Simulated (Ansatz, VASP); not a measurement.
# Two plane-wave programs on K2IF

Contents of POSCAR:

```
K2IF
1.0
    2.1467713046      1.2394389906      7.2322964263
   -2.1467713046      1.2394389906      7.2322964263
    0.0000000000     -2.4788779812      7.2322964263
F I K
1 1 2
Direct
    1.0000000000      0.0000000000      0.0000000000
    0.5000000000      0.5000000000      0.5000000000
    0.2724996288      0.2724996288      0.2724996288
    0.7275003712      0.7275003712      0.7275003712
```

File INCAR.step1:

```
SYSTEM = K2IF
PREC = Accurate
ENCUT = 520
ISMEAR = 0
SIGMA = 0.01
LREAL = .FALSE.
LASPH = .TRUE.
NELM = 80
NBANDS = 24
GGA = PE
ALGO = Normal
EDIFF = 1E-4
LWAVE = .TRUE.
LCHARG = .FALSE.
```

INCAR.step2

```
SYSTEM = K2IF
PREC = Accurate
ENCUT = 520
EDIFF = 1E-6
ISMEAR = 0
SIGMA = 0.01
LREAL = .FALSE.
LASPH = .TRUE.
NELM = 80
ALGO = Normal
ISIF = 2
LWAVE = .FALSE.
LCHARG = .TRUE.
METAGGA = R2SCAN
LMIXTAU = .TRUE.
LELF = .TRUE.
LVHAR = .TRUE.
NBANDS = 24
ISTART = 1
```

Contents of KPOINTS:

```
Automatic mesh
0
G
  6 6 6
  0 0 0
```

Input for Ansatz:

```yaml
crystal:
  lattice:
    - [2.1467713046, 1.2394389906, 7.2322964263]
    - [-2.1467713046, 1.2394389906, 7.2322964263]
    - [0.0, -2.4788779812, 7.2322964263]
  atoms:
    - { symbol: F, position: [1.0, 0.0, 0.0] }
    - { symbol: I, position: [0.5, 0.5, 0.5] }
    - { symbol: K, position: [0.2724996288, 0.2724996288, 0.2724996288] }
    - { symbol: K, position: [0.7275003712, 0.7275003712, 0.7275003712] }
kpoints:
  mp_grid: { grid: [6, 6, 6] }
hamiltonian:
  xc: r2scan
scf:
  occupations: { method: fixed }
  n_extra_bands: 5
output:
  forces: true
  stress: true
  eigenvalues: true
```

Alike in both runs: task single point; functional r2SCAN; k mesh 6 × 6 × 6; no spin polarisation.

```csv
,VASP,Ansatz
version,VASP 6.6.1,Ansatz 0.2.0
potentials or method,"VASP PAW PBE potentials, release 64 (F, I, K_sv)","plane waves, PAW"
plane-wave cutoff (eV),520,500
occupations,"gaussian, width 0.01 eV",fixed
valence electrons in the cell,32,42
```

|  | VASP | Ansatz | Ansatz less VASP |
| --- | --- | --- | --- |
| gap on the k mesh at the Fermi level (eV) | 3.70 | 3.70 | +0.001 |
| pressure (GPa) | 0.6 | 0.7 | +0.01 |
| rms of the force components (eV/Å) | 0.016 | 0.017 | +0.0009 |

VASP's potentials were made for PBE, not for r2SCAN. Atom by atom the forces differ by 0.001 eV/Å (rms over components). VASP's potentials hold 32 valence electrons a cell and Ansatz's 42, so a difference there can come from the potentials and not from the codes.

Neither program's run includes spin-orbit coupling.
